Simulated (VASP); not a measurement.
A run of VASP 6.6.1:

POSCAR

```
SnO2
1.0
    0.0000000000      2.4911580720      2.4911580720
    2.4911580720      0.0000000000      2.4911580720
    2.4911580720      2.4911580720      0.0000000000
Sn O
1 2
Direct
    0.0000000000      0.0000000000      0.0000000000
    0.2500000000      0.2500000000      0.2500000000
    0.7500000000      0.7500000000      0.7500000000
```

Contents of INCAR.step1:

```
SYSTEM = SnO2
PREC = Accurate
ENCUT = 1480
ISMEAR = 0
SIGMA = 0.01
LREAL = .FALSE.
LASPH = .TRUE.
NELM = 120
NBANDS = 20
GGA = PE
ALGO = Normal
EDIFF = 1E-5
LWAVE = .TRUE.
LCHARG = .FALSE.
GGA_COMPAT = .FALSE.
```

INCAR.step2

```
SYSTEM = SnO2
PREC = Accurate
ENCUT = 1480
EDIFF = 1E-6
ISMEAR = 0
SIGMA = 0.01
LREAL = .FALSE.
LASPH = .TRUE.
NELM = 120
ALGO = Normal
ISIF = 2
LWAVE = .FALSE.
LCHARG = .TRUE.
METAGGA = R2SCAN
LMIXTAU = .TRUE.
LELF = .TRUE.
LVHAR = .TRUE.
NBANDS = 20
ISTART = 1
GGA_COMPAT = .FALSE.
```

Contents of KPOINTS:

```
Automatic mesh
0
G
  8 8 8
  0 0 0
```

Potentials or basis: VASP PAW PBE potentials, release 64 (Sn_d, O_h).

Command:

```console
$ cat potpaw_PBE.64/Sn_d/POTCAR potpaw_PBE.64/O_h/POTCAR > POTCAR
$ cp INCAR.step1 INCAR
$ mpirun -np 1 vasp_std > vasp.out
$ cp INCAR.step2 INCAR
$ mpirun -np 1 vasp_std > vasp.out
```

Hardware: 1 thread of AMD EPYC 7R13 Processor (Zen 3), on a shared host.

How long does it take, and how much memory?

Run time: 6.7 min on 1 thread of AMD EPYC 7R13 Processor (Zen 3), on a shared host, peak memory 0.38 GiB. Counts: k points 29.
